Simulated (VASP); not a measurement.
Input of a VASP 6.6.1 run:

INCAR

```
SYSTEM = BN
PREC = Accurate
ENCUT = 520
EDIFF = 1E-7
ISMEAR = 0
SIGMA = 0.01
LREAL = .FALSE.
LASPH = .TRUE.
NELM = 100
ALGO = Normal
ISIF = 2
LWAVE = .FALSE.
LCHARG = .FALSE.
NBANDS = 11
```

Contents of KPOINTS:

```
regular mesh
0
G
  12 12 12
  0 0 0
```

File POSCAR:

```
BN
1.0
    0.0000000000      1.7782587952      1.7782587952
    1.7782587952      0.0000000000      1.7782587952
    1.7782587952      1.7782587952      0.0000000000
B N
1 1
Direct
    0.0000000000      0.0000000000      0.0000000000
    0.7500000000      0.7500000000      0.7500000000
```

Potentials or basis: VASP PAW LDA potentials, release 64 (B, N).

The run is started by

```console
$ cat potpaw_LDA.64/B/POTCAR potpaw_LDA.64/N/POTCAR > POTCAR
$ mpirun -np 1 vasp_std > vasp.out
```

Question: Estimate the pressure.

Answer: 9.5 GPa.

Question: Estimate the band gap on the k mesh.

Answer: 4.40 eV, indirect (least direct gap 8.91 eV).

 A k mesh can miss the band edges.
